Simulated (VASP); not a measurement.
Write the native input for VASP 6.6.1 that does the following.

```yaml
Task: single point
Functional: PBEsol
Potentials_or_basis: VASP PAW PBE potentials, release 64 (C)
Cutoff: 520 eV
k_mesh: 10 × 10 × 10
Occupations: fermi-dirac, width 0.05 eV
Spin: no spin polarisation
Dipole_correction: no
Further_INCAR_settings: ALGO = Normal; EDIFF = 1e-06; NBANDS = 11
```

The structure of C lies in POSCAR:

```
C
1.0
    0.0000000000      1.7833700000      1.7833700000
    1.7833700000      0.0000000000      1.7833700000
    1.7833700000      1.7833700000      0.0000000000
C
2
Direct
    0.7500000000      0.7500000000      0.7500000000
    0.5000000000      0.5000000000      0.5000000000
```

These files were run (other wordings do the same):

INCAR

```
SYSTEM = C
  PREC = Accurate
  ENCUT = 520
  EDIFF = 1E-6
  ISMEAR = -1
  SIGMA = 0.05
  LREAL = .FALSE.
  LASPH = .TRUE.
  NELM = 80
  ALGO = Normal
  ISIF = 2
  LWAVE = .FALSE.
  LCHARG = .TRUE.
  GGA = PS
  LELF = .TRUE.
  LVHAR = .TRUE.
  NBANDS = 11
```

KPOINTS

```
regular mesh
0
G
  10 10 10
  0 0 0
```

Potentials or basis: VASP PAW PBE potentials, release 64 (C).

Launch:

```console
$ cat potpaw_PBE.64/C/POTCAR > POTCAR
$ mpirun -np 1 vasp_std > vasp.out
```

Results of the run:

The pressure is -3.8 GPa and the band gap on the k mesh is 4.04 eV, indirect (least direct gap 5.54 eV).

Caveat: the PAW data sets were made with another functional, which shifts forces and pressure a little.

Wall time 3.3 s on 1 thread of Intel Xeon 6975P-C, on a shared host, peak memory 0.12 GiB.
